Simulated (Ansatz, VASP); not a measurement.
This is a calculation of Ir for Ansatz 0.2.0.

File input.yaml:

```yaml
crystal:
  lattice:
    - [0.0, 1.9156, 1.9156]
    - [1.9156, 0.0, 1.9156]
    - [1.9156, 1.9156, 0.0]
  atoms:
    - { symbol: Ir, position: [0.0, 0.0, 0.0] }
hamiltonian:
  xc: lda
  pseudopotentials: { kind: paw }
kpoints:
  mp_grid: { grid: [12, 12, 12] }
scf:
  occupations: { method: fermi_dirac, width: 0.05 }
output:
  forces: true
  stress: true
  eigenvalues: true
relax:
  f_tol: 0.01
  max_steps: 40
  cell: { stress_tol: 0.05 }
```

Potentials or basis: Ansatz PAW.

The run is started by

```bash
$ ansatz run input.yaml --threads 2 --pin off --max-ram 5632MiB --backend cpu --events-out ev --progress --plain --runs-dir out
```

Task: Set up the same calculation for VASP 6.6.1. Potentials there: VASP PAW LDA potentials, release 64 (Ir_sv_GW).

Result: As run (the cutoff follows the program's own potentials):

File INCAR:

```
PREC = Accurate
ENCUT = 500
EDIFF = 1E-7
ISMEAR = -1
SIGMA = 0.05
LREAL = False
LASPH = True
NELM = 120
ALGO = Normal
ISIF = 3
LWAVE = False
LCHARG = False
GGA = CA
IBRION = 2
NSW = 60
EDIFFG = -0.01
GGA_COMPAT = False
NELMIN = 4
```

File KPOINTS:

```
Automatic mesh
0
Gamma
  12 12 12
```

File POSCAR:

```
Ir
1.0
    0.0000000000      1.9156000000      1.9156000000
    1.9156000000      0.0000000000      1.9156000000
    1.9156000000      1.9156000000      0.0000000000
Ir
1
Direct
    0.0000000000      0.0000000000      0.0000000000
```

Potentials or basis: VASP PAW LDA potentials, release 64 (Ir_sv_GW).

The run is started by

```sh
$ cat potpaw_LDA.64/Ir_sv_GW/POTCAR > POTCAR
$ mpirun -np 1 vasp_std > vasp.out
```

Both were run:

|  | VASP | Ansatz | Ansatz less VASP |
| --- | --- | --- | --- |
| gap on the k mesh at the Fermi level, each at its own relaxed structure (eV) | none | none | - |
| relaxed volume (Å³/atom) | 13.77 | 13.82 | +0.052 |
| relaxed cell length with the largest relative difference (Å) | 2.690 | 2.694 | +0.0034 |

LDA's correlation is that of Perdew and Zunger in VASP and of Perdew and Wang (1992) in Ansatz. A gap of «none» marks a metal or a gap that the smearing closes.

Spin-orbit coupling is off throughout. Noted on Ansatz's run: the plane-wave basis is chosen anew once the cell has moved, so the energies of steps on either side of that aren't comparable.
